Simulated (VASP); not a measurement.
# CaS (Oldhamite) (Fm-3m) in VASP: a series of runs, part 2 of 2

VASP 6.6.1.

## (4) Single point, PBEsol

This run uses another cell than the first one, of 21.10 Å³/atom, 1.120 times its volume.

INCAR reads:

```
PREC = Accurate
ENCUT = 500
EDIFF = 1E-6
ISMEAR = 0
SIGMA = 0.01
LREAL = False
LASPH = True
NELM = 120
ALGO = Normal
ISIF = 2
LWAVE = False
LCHARG = False
GGA = PS
NBANDS = 15
GGA_COMPAT = False
```

KPOINTS reads:

```
Automatic mesh
0
Gamma
  8 8 8
```

POSCAR reads:

```
CaS
1.0
    0.0000000000      2.7632396213      2.7632396213
    2.7632396213      0.0000000000      2.7632396213
    2.7632396213      2.7632396213      0.0000000000
Ca S
1 1
Direct
    0.0000000000      0.0000000000      0.0000000000
    0.5000000000      0.5000000000      0.5000000000
```

Potentials or basis: VASP PAW PBE potentials, release 64 (Ca_sv, S).

The run is started by

```bash
$ cat potpaw_PBE.64/Ca_sv/POTCAR potpaw_PBE.64/S/POTCAR > POTCAR
$ mpirun -np 1 vasp_std > vasp.out
```

OUTCAR:

```text
PREC = Accurate
   ENCUT = 500
   EDIFF = 1E-6
   ISMEAR = 0
   LREAL = False
   LASPH = True
   NELM = 120
   ISIF = 2
   GGA = PS

 ion  position               nearest neighbor table
   1  0.000  0.000  0.000-   2 2.76   2 2.76   2 2.76   2 2.76   2 2.76   2 2.76
   2  0.500  0.500  0.500-   1 2.76   1 2.76   1 2.76   1 2.76   1 2.76   1 2.76

  LATTYP: Found a face centered cubic cell.
 ALAT       =     5.5264792426

  Lattice vectors:

 A1 = (   0.0000000000,   2.7632396213,   2.7632396213)
 A2 = (   2.7632396213,   0.0000000000,   2.7632396213)
 A3 = (   2.7632396213,   2.7632396213,   0.0000000000)

Analysis of symmetry for initial positions (statically):
=====================================================================
 Subroutine PRICEL returns:
 Original cell was already a primitive cell.

 Routine SETGRP: Setting up the symmetry group for a
 face centered cubic supercell.

 Subroutine GETGRP returns: Found 48 space group operations
 (whereof 48 operations were pure point group operations)
 out of a pool of 48 trial point group operations.

The static configuration has the point symmetry O_h .

Analysis of symmetry for dynamics (positions and initial velocities):
=====================================================================
 Subroutine PRICEL returns:
 Original cell was already a primitive cell.

 Routine SETGRP: Setting up the symmetry group for a
 face centered cubic supercell.

 Subroutine GETGRP returns: Found 48 space group operations
 (whereof 48 operations were pure point group operations)
 out of a pool of 48 trial point group operations.

The dynamic configuration has the point symmetry O_h .

 Subroutine INISYM returns: Found 48 space group operations
 (whereof 48 operations are pure point group operations),
 and found     1 'primitive' translations

----------------------------------------------------------------------------------------

                                     Primitive cell

  volume of cell :      42.1974

  direct lattice vectors                    reciprocal lattice vectors
     0.000000000  2.763239621  2.763239621    -0.180947029  0.180947029  0.180947029
     2.763239621  0.000000000  2.763239621     0.180947029 -0.180947029  0.180947029
     2.763239621  2.763239621  0.000000000     0.180947029  0.180947029 -0.180947029

  length of vectors
     3.907810949  3.907810949  3.907810949     0.313409448  0.313409448  0.313409448

  position of ions in fractional coordinates (direct lattice)
     0.000000000  0.000000000  0.000000000
     0.500000000  0.500000000  0.500000000

  ion indices of the primitive-cell ions
   primitive index   ion index
                 1           1
                 2           2

----------------------------------------------------------------------------------------

 KPOINTS: Automatic mesh

Automatic generation of k-mesh.
 Grid dimensions read from file:
 generate k-points for:    8    8    8

 Generating k-lattice:

  Cartesian coordinates                     Fractional coordinates (reciprocal lattice)
    -0.022618379  0.022618379  0.022618379     0.125000000  0.000000000  0.000000000
     0.022618379 -0.022618379  0.022618379     0.000000000  0.125000000  0.000000000
     0.022618379  0.022618379 -0.022618379     0.000000000  0.000000000  0.125000000

  Length of vectors
     0.039176181  0.039176181  0.039176181

  Shift w.r.t. Gamma in fractional coordinates (k-lattice)
     0.000000000  0.000000000  0.000000000

 Subroutine IBZKPT returns following result:
 ===========================================

 Found     29 irreducible k-points:

 Following reciprocal coordinates:
            Coordinates               Weight
  0.000000  0.000000  0.000000      1.000000
  0.125000  0.000000  0.000000      8.000000
  0.250000  0.000000  0.000000      8.000000
  0.375000  0.000000  0.000000      8.000000
  0.500000  0.000000  0.000000      4.000000
  0.125000  0.125000  0.000000      6.000000
[... 16 lines left out ...]
  0.500000  0.250000  0.125000     48.000000
 -0.375000  0.250000  0.125000     24.000000
 [... further k-points ...]
   k-points           NKPTS =     29   k-points in BZ     NKDIM =     29   number of bands    NBANDS=     15
   number of dos      NEDOS =    301   number of ions     NIONS =      2
   total plane-waves  NPLWV =  21952
   dimension x,y,z NGX =    28 NGY =   28 NGZ =   28
   dimension x,y,z NGXF=    56 NGYF=   56 NGZF=   56
   ions per type =               1   1
   NGX,Y,Z   is equivalent  to a cutoff of  11.91, 11.91, 11.91 a.u.
   NGXF,Y,Z  is equivalent  to a cutoff of  23.82, 23.82, 23.82 a.u.
 SYSTEM =  unknown system
   PREC   = accura    normal or accurate (medium, high low for compatibility)
   ISTART =      0    job   : 0-new  1-cont  2-samecut
   ICHARG =      2    charge: 1-file 2-atom 10-const
   ISPIN  =      1    spin polarized calculation?
   LNONCOLLINEAR =      F non collinear calculations
   LSORBIT =      F    spin-orbit coupling
   LASPH  =      T    aspherical Exc in radial PAW
   ENCUT  =  500.0 eV  36.75 Ry    6.06 a.u.   7.12  7.12  7.12*2*pi/ulx,y,z
   NELM   =    120;   NELMIN=  2; NELMDL= -5     # of ELM steps
   EDIFF  = 0.1E-05   stopping-criterion for ELM
   LREAL  =      F    real-space projection
   EDIFFG = 0.1E-04   stopping-criterion for IOM
   NSW    =      0    number of steps for IOM
   IBRION =     -1    ionic relax: 0-MD 1-quasi-New 2-CG
   NFREE  =      0    steps in history (QN), initial steepest desc. (CG)
   ISIF   =      2    stress and relaxation
   ISYM   =      2    0-nonsym 1-usesym 2-fastsym
   POTIM  = 0.5000    time-step for ionic-motion
   TEBEG  =    0.0;   TEEND  =   0.0 temperature during run
   PSTRESS=    0.0 pullay stress
   NELECT =      16.0000    total number of electrons
   NUPDOWN=      -1.0000    fix difference up-down
   EMIN   =  10.00;   EMAX   =-10.00  energy-range for DOS
   EFERMI =   0.00;   METHOD = LEGACY
   ISMEAR =     0;   SIGMA  =   0.01  broadening in eV -4-tet -1-fermi 0-gaus
   EFERMI_NEDOS =   21; number of points for ismear=-14 and -15
   IALGO  =     38    algorithm
   IMIX   =      4    mixing-type and parameters
     AMIX     =   0.40;   BMIX     =  1.00
     AMIX_MAG =   1.60;   BMIX_MAG =  1.00
  volume/ion in A,a.u.               =      21.10       142.38
  Fermi-wavevector in a.u.,A,eV,Ry     =   1.184912  2.239160 19.102819  1.404018
  Thomas-Fermi vector in A             =   2.321117
   LORBIT       =      0    0 simple, 1 ext, 2 COOP (PROOUT), +10 PAW based schemes
   GGA     = PS    functional components
   LHFCALC =     F    Hartree Fock is set to
   AEXX    =    0.0000 exact exchange contribution
   IVDW    =     0    specifies the selected vdW correction
   LEPSILON=     F    determine dielectric tensor
   LRPA    =     F    only Hartree local field effects (RPA)
 non-spin polarized calculation
 Gauss-broadening in eV      SIGMA  =   0.01
  energy-cutoff  :      500.00
  volume of cell :       42.20
 maximum number of plane-waves:      1090
   NGX = 15   NGY = 15   NGZ = 15

 number of electron      15.9999999 magnetization

 Free energy of the ion-electron system (eV)
  ---------------------------------------------------
  ext. energy  EPLUGINS =         0.00000000
  ---------------------------------------------------
  free energy    TOTEN  =       -10.88202150 eV

  energy without entropy =      -10.88202150  energy(sigma->0) =      -10.88202150

 E-fermi :   3.4799     XC(G=0):  -9.9043

 val. band max:        3.3247467289   @ k =   0.0000   0.0000   0.0000
 cond. band min:       5.3159825796   @ k =   0.5000   0.5000   0.0000
 fundamental gap:      1.9912358506
 Fermi energy:         3.4799325312

 k-point     1 :       0.0000    0.0000    0.0000
  band No.  band energies     occupation
      1     -35.3775      2.00000
      2     -16.4515      2.00000
      3     -16.4515      2.00000
      4     -16.4515      2.00000
      5      -8.3237      2.00000
      6       3.3247      2.00000
      7       3.3247      2.00000
      8       3.3247      2.00000
      9       7.3631      0.00000
     10       7.3631      0.00000
     11       7.3631      0.00000
     12       7.8779      0.00000
     13       8.0759      0.00000
     14       8.0759      0.00000
     15      14.1566      0.00000
[... 397 lines left out ...]
 k-point    24 :      -0.3750    0.2500    0.1250
  band No.  band energies     occupation
      1     -35.3553      2.00000
      2     -16.6639      2.00000
      3     -16.5264      2.00000
      4     -16.4905      2.00000
      5      -7.3430      2.00000
      6       0.3587      2.00000
      7       1.6083      2.00000
      8       1.9607      2.00000
      9       8.3268      0.00000
     10       8.6923      0.00000
     11      10.0390      0.00000
     12      10.4448      0.00000
     13      10.7174      0.00000
     14      11.6761      0.00000
     15      13.2496      0.00000

 [... further k-points ...]
[... 5 lines left out ...]
  --------------------------------------------------------------------------------------
  -------------------------------------------------------------------------------------
  Total        1.1119672      1.1119672      1.1119672      0.0000000     -0.0000000      0.0000000
  in kB       42.2198741     42.2198741     42.2198741      0.0000000     -0.0000000      0.0000000
  external PRESSURE =      42.2198741 kB  Pullay stress =       0.0000000 kB

 VOLUME and BASIS-vectors are now :
 -----------------------------------------------------------------------------
  energy-cutoff  :      500.00
  volume of cell :       42.20
      direct lattice vectors                 reciprocal lattice vectors
     0.000000000  2.763239621  2.763239621    -0.180947029  0.180947029  0.180947029
     2.763239621  0.000000000  2.763239621     0.180947029 -0.180947029  0.180947029
     2.763239621  2.763239621  0.000000000     0.180947029  0.180947029 -0.180947029

 POSITION                                       TOTAL-FORCE (eV/Angst)
 -----------------------------------------------------------------------------------
      0.00000      0.00000      0.00000        -0.000000     -0.000000     -0.000000
      2.76324      2.76324      2.76324         0.000000      0.000000      0.000000
 -----------------------------------------------------------------------------------
    total drift:                                0.000000      0.000000      0.000000

  FREE ENERGIE OF THE ION-ELECTRON SYSTEM (eV)
  ---------------------------------------------------
  free  energy   TOTEN  =       -10.8820215038 eV

  energy  without entropy=      -10.8820215038  energy(sigma->0) =      -10.88202150
```

stdout:

```text
POSCAR found type information on POSCAR CaS
 POSCAR found :  2 types and       2 ions
 scaLAPACK will be used
 -----------------------------------------------------------------------------
|                                                                             |
|                                                                             |
|     You enforced a specific xc type in the INCAR file but a different       |
|     I HOPE YOU KNOW WHAT YOU ARE DOING!                                     |
|                                                                             |
 -----------------------------------------------------------------------------

 LDA part: xc-table for (Slater+PW92), standard interpolation
 POSCAR, INCAR and KPOINTS ok, starting setup
 FFT: planning ... GRIDC
 FFT: planning ... GRID_SOFT
 FFT: planning ... GRID
 WAVECAR not read
 entering main loop
```

Wall time 31 s (1 thread of Intel Xeon 8259CL, shared host); peak memory 0.16 GiB.

What came out:

```
Free energy            : -10.8820 eV
Pressure               : 4.2 GPa
Band gap on the k mesh : 1.99 eV, indirect (least direct gap 2.88 eV)
```

Levels at points of the mesh, in eV from the valence-band top:
```csv
k point,band 6,band 7,band 8,band 9,band 10,band 11
"(0.00, 0.00, 0.00)",0.00,0.00,0.00,4.04,4.04,4.04
"(0.50, 0.00, 0.00)",-3.49,-1.38,-1.38,5.23,6.31,6.43
"(0.50, 0.50, 0.00)",-2.51,-0.88,-0.88,1.99,5.73,6.34
```

Caveat: the PAW data sets were made with another functional, which shifts forces and pressure a little. A k mesh can miss the band edges.

## (5) Single point, PBEsol

This run uses another cell than the first one, of 20.36 Å³/atom, 1.081 times its volume.

INCAR reads:

```
SYSTEM = CaS
ALGO = Normal
EDIFF = 1E-6
ENCUT = 500
GGA = PS
GGA_COMPAT = .False.
ISIF = 2
ISMEAR = 0
LASPH = .True.
LCHARG = .True.
LELF = .True.
LREAL = .False.
LVHAR = .True.
LWAVE = .False.
NBANDS = 15
NELM = 120
PREC = Accurate
SIGMA = 0.01
```

KPOINTS reads:

```
k-points
0
Gamma
  8 8 8
  0 0 0
```

POSCAR reads:

```
CaS
1.0
    0.0000000000      2.7305359021      2.7305359021
    2.7305359021      0.0000000000      2.7305359021
    2.7305359021      2.7305359021      0.0000000000
Ca S
1 1
Direct
    0.0000000000      0.0000000000      0.0000000000
    0.5000000000      0.5000000000      0.5000000000
```

The run is started by

```bash
$ cat potpaw_PBE.64/Ca_sv/POTCAR potpaw_PBE.64/S/POTCAR > POTCAR
$ mpirun -np 1 vasp_std > vasp.out
```

Wall time 32 s (1 thread of Intel Xeon 8259CL, shared host); peak memory 0.16 GiB.

It converged, with:

| Item | Value |
| --- | --- |
| Free energy | -10.8288 eV |
| Pressure | 7.2 GPa |
| Band gap on the k mesh | 1.88 eV, indirect (least direct gap 2.79 eV) |

Levels at points of the mesh, in eV from the valence-band top:
| k point | band 4 | band 5 | band 6 | band 7 | band 8 | band 9 | band 10 | band 11 | band 12 | band 13 |
| --- | --- | --- | --- | --- | --- | --- | --- | --- | --- | --- |
| (0.00, 0.00, 0.00) | -19.67 | -11.78 | 0.00 | 0.00 | 0.00 | 4.00 | 4.00 | 4.00 | 4.75 | 4.75 |
| (0.50, 0.00, 0.00) | -19.70 | -10.63 | -3.64 | -1.47 | -1.47 | 5.29 | 6.42 | 6.53 | 6.53 | 9.00 |
| (0.50, 0.50, 0.00) | -19.76 | -11.00 | -2.58 | -0.91 | -0.91 | 1.88 | 5.78 | 6.51 | 7.26 | 7.26 |

Caveat: the PAW data sets were made with another functional, which shifts forces and pressure a little. As with any semilocal functional, this PBEsol gap is likely too small.

## (6) Single point, PBEsol

This run uses another cell than the first one, of 21.67 Å³/atom, 1.151 times its volume.

INCAR reads:

```
SYSTEM = CaS
PREC = Accurate ; ENCUT = 500
EDIFF = 1E-6 ; ISMEAR = 0
SIGMA = 0.01 ; LREAL = .False.
LASPH = .True. ; NELM = 120
ALGO = Normal ; ISIF = 2
LWAVE = .False. ; LCHARG = .False.
GGA = PS ; NBANDS = 15
GGA_COMPAT = .False.
```

KPOINTS reads:

```
Automatic mesh
0
Gamma
  8 8 8
  0 0 0
```

POSCAR reads:

```
CaS
1.0
    0.0000000000      2.7881201054      2.7881201054
    2.7881201054      0.0000000000      2.7881201054
    2.7881201054      2.7881201054      0.0000000000
Ca S
1 1
Direct
    0.0000000000      0.0000000000      0.0000000000
    0.5000000000      0.5000000000      0.5000000000
```

Potentials or basis: VASP PAW PBE potentials, release 64 (Ca_sv, S).

The run is started by

```bash
$ cat potpaw_PBE.64/Ca_sv/POTCAR potpaw_PBE.64/S/POTCAR > POTCAR
$ mpirun -np 1 vasp_std > vasp.out
```

It took 36 s on 1 thread of Intel Xeon 8259CL, shared host; peak memory 0.17 GiB.

The run converged. Its results:

```yaml
Free_energy: -10.9055 eV
Pressure: 2.2 GPa
Band_gap_on_the_k_mesh: 2.07 eV, indirect (least direct gap 2.94 eV)
```

Levels at points of the mesh, in eV from the valence-band top:
```tsv
k point	band 6	band 7	band 8	band 9	band 10	band 11
(0.00, 0.00, 0.00)	0.00	0.00	0.00	4.06	4.06	4.06
(0.50, 0.00, 0.00)	-3.39	-1.32	-1.32	5.18	6.22	6.36
(0.50, 0.50, 0.00)	-2.45	-0.87	-0.87	2.07	5.69	6.20
```

Caveat: the PAW data sets were made with another functional, which shifts forces and pressure a little. Expect the measured gap to be larger: semilocal functionals such as PBEsol lack the derivative discontinuity.

## (7) Overview

```csv
cell,gap on the mesh (eV),pressure (GPa)
"a = 3.763 Å, angles 60.0°, 2 atoms",1.60,15.4
"a = 3.820 Å, angles 60.0°, 2 atoms",1.77,10.3
"a = 3.908 Å, angles 60.0°, 2 atoms",1.99,4.2
"a = 3.862 Å, angles 60.0°, 2 atoms",1.88,7.2
"a = 3.943 Å, angles 60.0°, 2 atoms",2.07,2.2
```

Alike in all rows: task single point; level PBEsol; potentials or basis VASP PAW PBE potentials, release 64 (Ca_sv, S); no spin polarisation; k mesh 8 × 8 × 8; cutoff (eV) 500; smearing gaussian 0.01 eV.

Caveats: the PAW data sets were made with another functional, which shifts forces and pressure a little.

Total energies depend on the potentials used, so only differences within one code and one set of settings carry meaning.
